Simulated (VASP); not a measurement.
Wanted: the native input for a VASP 6.6.1 run.

| Quantity | Value |
| --- | --- |
| Task | single point |
| Functional | r2SCAN |
| Potentials or basis | VASP PAW PBE potentials, release 64 (Re) |
| Cutoff | 520 eV |
| k mesh | 14 × 14 × 8 |
| Occupations | fermi-dirac, width 0.1 eV |
| Spin | no spin polarisation |
| Dipole correction | no |
| Further INCAR settings | ALGO = Normal; EDIFF = 1e-07; NBANDS = 14 |

The system is Re.

```
CELL_PARAMETERS angstrom
2.75983 0.00000 0.00000
-1.37991 2.39008 0.00000
0.00000 0.00000 4.45723
ATOMIC_POSITIONS crystal
Re 0.33333 0.66667 0.25000
Re 0.66667 0.33333 0.75000
```

These files were run (other wordings do the same):

POSCAR

```
Re
1.0
    2.7598270443      0.0000000000      0.0000000000
   -1.3799135221      2.3900803304      0.0000000000
    0.0000000000      0.0000000000      4.4572270891
Re
2
Direct
    0.3333333333      0.6666666667      0.2500000000
    0.6666666667      0.3333333333      0.7500000000
```

INCAR.step1

```
SYSTEM = Re
PREC = Accurate ; ENCUT = 520
ISMEAR = -1 ; SIGMA = 0.1
LREAL = .FALSE. ; LASPH = .TRUE.
NELM = 80 ; NBANDS = 14
GGA = PE ; ALGO = Normal
EDIFF = 1E-4 ; LWAVE = .TRUE.
LCHARG = .FALSE.
```

INCAR.step2

```
SYSTEM = Re
PREC = Accurate ; ENCUT = 520
EDIFF = 1E-7 ; ISMEAR = -1
SIGMA = 0.1 ; LREAL = .FALSE.
LASPH = .TRUE. ; NELM = 80
ALGO = Normal ; ISIF = 2
LWAVE = .FALSE. ; LCHARG = .FALSE.
METAGGA = R2SCAN ; LMIXTAU = .TRUE.
NBANDS = 14 ; ISTART = 1
```

KPOINTS

```
Automatic mesh
0
G
  14 14 8
  0 0 0
```

Potentials or basis: VASP PAW PBE potentials, release 64 (Re).

Launch:

```console
$ cat potpaw_PBE.64/Re/POTCAR > POTCAR
$ cp INCAR.step1 INCAR
$ mpirun -np 1 vasp_std > vasp.out
$ cp INCAR.step2 INCAR
$ mpirun -np 1 vasp_std > vasp.out
```

It gave:

```yaml
Pressure: 0.2 GPa
Band_gap_on_the_k_mesh: zero (bands 7 and 8 overlap by 3.40 eV)
```

Caveat: the PAW data sets were made with another functional, which shifts forces and pressure a little; spin-orbit coupling is left out, which moves the levels of the heavy elements.

It took 2.1 min on 1 thread of Intel(R) Xeon(R) 6975P-C (Granite Rapids), on a shared host, peak memory 0.18 GiB.
